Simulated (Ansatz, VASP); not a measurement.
## Two plane-wave programs on Al2Cu

INCAR

```
ALGO     = Fast           # electronic algorithm
EDIFF    = 1E-6           # SCF threshold, eV
ENCUT    = 520            # plane-wave cutoff, eV
ISIF     = 2              # what is computed and relaxed
ISMEAR   = 0              # smearing method
LASPH    = True           # aspherical terms in the spheres
LCHARG   = True           # write CHGCAR
LELF     = True           # ELF
LREAL    = False          # projectors in reciprocal space
LVHAR    = True         
LWAVE    = False          # write WAVECAR
NBANDS   = 16             # bands
NELM     = 60             # most SCF steps
PREC     = Accurate       # precision mode
SIGMA    = 0.15           # smearing width, eV
```

KPOINTS

```
k-points
0
Gamma
  14 14 14
```

POSCAR

```
Al2Cu
1.0
   -1.9744990586      1.9744990586      2.7690488777
    1.9744990586     -1.9744990586      2.7690488777
    2.0815484009      2.0815484009     -2.7690488777
Al Cu
2 1
Direct
    0.7500000000      0.2500000000      0.5000000000
    0.2500000000      0.7500000000      0.5000000000
    0.5000000000      0.5000000000      0.0000000000
```

Input for Ansatz:

```yaml
crystal:
  lattice:
    - [-1.9744990586, 1.9744990586, 2.7690488777]
    - [1.9744990586, -1.9744990586, 2.7690488777]
    - [2.0815484009, 2.0815484009, -2.7690488777]
  atoms:
    - { symbol: Al, position: [0.75, 0.25, 0.5] }
    - { symbol: Al, position: [0.25, 0.75, 0.5] }
    - { symbol: Cu, position: [0.5, 0.5, 0.0] }
basis:
  ecutwfc: 520.0
kpoints:
  mp_grid: { grid: [14, 14, 14] }
hamiltonian:
  xc: lda
  pseudopotentials: { kind: paw, azcp: { folder: soft_1 } }
scf:
  occupations: { method: gaussian, width: 0.15 }
output:
  forces: true
  stress: true
  eigenvalues: true
  write_density: true
  write_potential: true
  elf: true
  volumetric_format: npy
```

Change from the starting cell: strain +e along x and -e along y -0.0267, strain +e along z and -e/2 along x and y -0.0233.

Alike in both runs: task single point; functional LDA; k mesh 14 × 14 × 14; occupations gaussian, width 0.15 eV; no spin polarisation.

```csv
,VASP,Ansatz
version,VASP 6.6.1,Ansatz 0.2.0
potentials or method,"VASP PAW LDA potentials, release 64 (Al, Cu), cutoff 520 eV","scalar-relativistic, plane waves, PAW"
valence electrons in the cell,17,25
```

Ansatz gave:

| Property | Result |
| --- | --- |
| gap on the k mesh at the Fermi level (eV) | none |
| pressure (GPa) | 0.3 |
| traceless stress, the component that is largest in VASP (GPa) | -2.60 |

Task: Which values does VASP return?

Result: gap on the k mesh at the Fermi level (eV): none; pressure (GPa): 0.6; traceless stress, the component that is largest in VASP (GPa): -2.59.

Ansatz warns that its potentials were made for another functional, while VASP's fit it. LDA's correlation is that of Perdew and Zunger in VASP and of Perdew and Wang (1992) in Ansatz. A gap of «none» marks a metal or a gap that the smearing closes. VASP's potentials hold 17 valence electrons a cell and Ansatz's 25, so a difference there can come from the potentials and not from the codes.
